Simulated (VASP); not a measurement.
The system is TlZn.

```xyz
2
Lattice="3.0782 0.0000 0.0000 -1.5391 2.6658 0.0000 0.0000 0.0000 5.3833" Properties=species:S:1:pos:R:3 pbc="T T T"
Zn    0.0000    1.7772    2.6917
Tl    0.0000    0.0000    0.0000
```

| Property | Result |
| --- | --- |
| Program | VASP 6.6.1 |
| Task | relaxation of cell and atoms |
| Functional | PBE |
| Potentials or basis | VASP PAW PBE potentials, release 64 (Zn, Tl_d) |
| Cutoff | 600 eV |
| k mesh | 6 × 6 × 4 |
| Occupations | gaussian, width 0.1 eV |
| Spin | no spin polarisation |

At the start: pressure 5.6 GPa; volume 22.09 Å³/atom.

Problem. Where does the relaxation end?

Solution. Over 7 steps the energy falls by 137.0 meV/atom and the volume is 24.48 Å³/atom (+10.8 %); space group P-6m2 (No. 187, to 0.05 Å).

Step by step:
```csv
step,energy change (eV),largest force (eV/Å),pressure (GPa),volume (Å³)
1,0.0000,0.0000,5.59,44.18
2,-0.2390,0.0000,-0.14,49.16
3,-0.2544,0.0000,-1.15,50.95
4,-0.2546,0.0000,-1.22,51.19
5,-0.2705,0.0000,-0.65,49.90
6,-0.2736,0.0000,-0.18,49.23
7,-0.2740,0.0000,-0.01,48.97
```

Final structure:
```xyz
2
Lattice="3.3702 0.0000 0.0000 -1.6851 2.9187 0.0000 0.0000 0.0000 4.9782" Properties=species:S:1:pos:R:3 pbc="T T T"
Zn    0.0000    1.9458    2.4891
Tl    0.0000    0.0000    0.0000
```

Caveat: the k points lie up to 0.36 Å⁻¹ apart in the final cell.
